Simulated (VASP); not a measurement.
A run of VASP 6.6.1 is set up as follows.

The input INCAR:

```
  PREC = Accurate
  ENCUT = 520
  EDIFF = 1E-6
  ISMEAR = -1
  SIGMA = 0.05
  LREAL = False
  LASPH = True
  NELM = 80
  ALGO = Normal
  ISIF = 2
  LWAVE = False
  LCHARG = True
  GGA = PE
  LELF = True
  LVHAR = True
  NBANDS = 11
```

File KPOINTS:

```
Automatic mesh
0
Gamma
  17 17 17
```

File POSCAR:

```
SiC
1.0
    0.0000000000      1.9090141995      1.9090141995
    1.9090141995      0.0000000000      1.9090141995
    1.9090141995      1.9090141995      0.0000000000
Si C
1 1
Direct
    0.0000000000      0.0000000000      0.0000000000
    0.2500000000      0.2500000000      0.2500000000
```

Potentials or basis: VASP PAW PBE potentials, release 64 (Si, C).

Command:

```sh
$ cat potpaw_PBE.64/Si/POTCAR potpaw_PBE.64/C/POTCAR > POTCAR
$ mpirun -np 1 vasp_std > vasp.out
```

**Question.** Estimate the pressure.

**Answer.** 189.7 GPa.

**Question.** Estimate the band gap on the k mesh.

**Answer.** 0.94 eV, indirect (least direct gap 4.83 eV).

A k mesh can miss the band edges. Expect the measured gap to be larger: semilocal functionals such as PBE lack the derivative discontinuity.
